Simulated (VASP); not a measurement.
Set up this calculation in VASP 6.6.1, as the native input.

- Task: single point
- Functional: r2SCAN
- Potentials or basis: VASP PAW PBE potentials, release 64 (Gd, Re)
- Cutoff: 520 eV
- k mesh: 10 × 10 × 10
- Occupations: gaussian, width 0.05 eV
- Spin: collinear spin, ferromagnetic start
- Starting moments: [7.0, 0.0] μB
- Dipole correction: no
- Further INCAR settings: ALGO = Normal; EDIFF = 1e-06; NBANDS = 24

The system is GdRe.

```
Gd Re
1.0
     3.45990    0.00000    0.00000
     0.00000    3.45990    0.00000
     0.00000    0.00000    3.45990
Gd Re
1 1
Direct
  0.00000 0.00000 0.00000
  0.50000 0.50000 0.50000
```

The input as run:

POSCAR

```
GdRe
1.0
    3.4599047400      0.0000000000      0.0000000000
    0.0000000000      3.4599047400      0.0000000000
    0.0000000000      0.0000000000      3.4599047400
Gd Re
1 1
Direct
    0.0000000000      0.0000000000      0.0000000000
    0.5000000000      0.5000000000      0.5000000000
```

INCAR.step1

```
PREC = Accurate
ENCUT = 520
ISMEAR = 0
SIGMA = 0.05
LREAL = False
LASPH = True
NELM = 150
ISPIN = 2
MAGMOM = 7 0
LMAXMIX = 6
NBANDS = 24
GGA = PE
ALGO = Normal
EDIFF = 1E-4
LWAVE = True
LCHARG = False
```

INCAR.step2

```
PREC = Accurate
ENCUT = 520
EDIFF = 1E-6
ISMEAR = 0
SIGMA = 0.05
LREAL = False
LASPH = True
NELM = 150
ALGO = Normal
ISIF = 2
LWAVE = False
LCHARG = False
ISPIN = 2
MAGMOM = 7 0
LORBIT = 11
LMAXMIX = 6
METAGGA = R2SCAN
LMIXTAU = True
NBANDS = 24
ISTART = 1
```

KPOINTS

```
Automatic mesh
0
Gamma
  10 10 10
```

Potentials or basis: VASP PAW PBE potentials, release 64 (Gd, Re).

Launch:

```console
$ cat potpaw_PBE.64/Gd/POTCAR potpaw_PBE.64/Re/POTCAR > POTCAR
$ cp INCAR.step1 INCAR
$ mpirun -np 1 vasp_std > vasp.out
$ cp INCAR.step2 INCAR
$ mpirun -np 1 vasp_std > vasp.out
```

It gave:

```
Pressure                                              : 0.2 GPa
Net moment                                            : 6.03 μB per cell
Site moments                                          : Gd +6.83; Re -1.22 μB
Valence electrons inside the program's atomic spheres : Gd 15.37; Re 5.78
```

Caveat: the PAW data sets were made with another functional, which shifts forces and pressure a little.

Run time: 6.9 min on 1 thread of AMD EPYC 9R45 96-Core Processor (Zen 5), with other jobs on the host, peak memory 0.24 GiB.
